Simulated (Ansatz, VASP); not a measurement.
# ZnS in VASP and in Ansatz

```
Zn S
1.0
     3.87300    0.00000    0.00000
    -1.93650    3.35412    0.00000
     0.00000    0.00000   12.68476
Zn S
4 4
Direct
  0.66667 0.33333 0.75000
  0.33333 0.66667 0.25000
  0.00000 0.00000 0.50000
  0.00000 0.00000 0.00000
  0.66667 0.33333 0.93750
  0.33333 0.66667 0.43750
  0.00000 0.00000 0.68750
  0.00000 0.00000 0.18750
```

Change from the starting cell: volume scaled by 1.04.

Alike in both runs: task single point; functional PBEsol; k mesh 8 × 8 × 3; occupations fermi-dirac, width 0.05 eV; no spin polarisation.

|  | VASP | Ansatz |
| --- | --- | --- |
| version | VASP 6.6.1 | Ansatz 0.2.0 |
| potentials or method | VASP PAW PBE potentials, release 64 (Zn, S), cutoff 520 eV | all-electron LAPW, scalar-relativistic |

```tsv
	VASP	Ansatz	Ansatz less VASP
gap on the k mesh at the Fermi level (eV)	1.83	1.83	+0.001
least direct gap on the mesh (eV)	1.83	1.83	+0.001
pressure (GPa)	-4.5	-4.7	-0.15
traceless stress, the component that is largest in VASP (GPa)	-0.09	-0.10	-0.007
rms of the force components (eV/Å)	0.011	0.011	-0.0001
```

VASP's potentials were made for PBE, not for PBEsol. Atom by atom the forces differ by 0.000 eV/Å (rms over components). Ansatz ran all-electron here, and VASP with PAW potentials.
